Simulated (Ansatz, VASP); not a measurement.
# One calculation of Ti2SiGe2, two programs

```
CELL_PARAMETERS angstrom
4.43434 0.00000 0.00000
-2.21717 3.84025 0.00000
0.00000 0.00000 7.72275
ATOMIC_POSITIONS crystal
Ti 0.33333 0.66667 0.00000
Ti 0.66667 0.33333 0.00000
Si 0.00000 0.00000 0.00000
Ge 0.00000 0.00000 0.30389
Ge 0.00000 0.00000 0.69611
```

Alike in both runs: functional PBE; k mesh 12 × 12 × 6; occupations gaussian, width 0.1 eV; no spin polarisation.

Ansatz relaxed the structure, and its values are those at the end. VASP's run is a single point on that final structure, the one shown.

|  | VASP | Ansatz |
| --- | --- | --- |
| version | VASP 6.6.1 | Ansatz 0.2.0 |
| potentials or method | VASP PAW PBE potentials, release 64 (Ti_sv, Si, Ge_d), cutoff 520 eV | scalar-relativistic, plane waves, PAW |
| valence electrons in the cell | 56 | 56 |

```tsv
	VASP	Ansatz	Ansatz less VASP
gap on the k mesh at the Fermi level (eV)	none	none	-
pressure (GPa)	0.0	0.0	+0.04
```

A gap of «none» marks a metal or a gap that the smearing closes.
